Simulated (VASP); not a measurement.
Input of a VASP 6.6.1 run:

INCAR

```
PREC = Accurate
ENCUT = 520
EDIFF = 1E-6
ISMEAR = 0
SIGMA = 0.1
LREAL = Auto
LASPH = True
NELM = 100
ALGO = Fast
ISIF = 2
LWAVE = False
LCHARG = False
LDIPOL = True
IDIPOL = 3
DIPOL = 0.5 0.5 0.328
GGA = PE
NBANDS = 129
```

Contents of KPOINTS:

```
Automatic mesh
0
Gamma
  4 4 1
```

The input POSCAR:

```
W16S
1.0
    6.3671172886      0.0000000000      0.0000000000
    0.0000000000      6.3671172886      0.0000000000
    0.0000000000      0.0000000000     20.1423120279
W S
16 1
Direct
    0.2500000000      0.2500000000      0.1985869345
    0.2500000000      0.7500000000      0.1985869345
    0.7500000000      0.2500000000      0.1985869345
    0.7500000000      0.7500000000      0.1985869345
    0.0000000000      0.0000000000      0.2776135786
    0.0000000000      0.5000000000      0.2776135786
    0.5000000000      0.0000000000      0.2776135786
    0.5000000000      0.5000000000      0.2776135786
    0.2500000000      0.2500000000      0.3599329425
    0.2500000000      0.7500000000      0.3599329425
    0.7500000000      0.2500000000      0.3599329425
    0.7500000000      0.7500000000      0.3599329425
    0.0000000000      0.0000000000      0.4290625632
    0.0000000000      0.5000000000      0.4290625632
    0.5000000000      0.0000000000      0.4290625632
    0.5000000000      0.5000000000      0.4290625632
    0.0000000000      0.1875000000      0.5229731242
```

Potentials or basis: VASP PAW PBE potentials, release 64 (W_sv, S).

The run is started by

```sh
$ cat potpaw_PBE.64/W_sv/POTCAR potpaw_PBE.64/S/POTCAR > POTCAR
$ mpirun -np 1 vasp_std > vasp.out
```

(1) Predict the largest force.

(2) What does it give for the band gap on the k mesh?

Results:

(1) 2.369 eV/Å.

(2) zero (bands 115 and 116 overlap by 0.30 eV).

Caveat: spin-orbit coupling is left out, which moves the levels of the heavy elements.
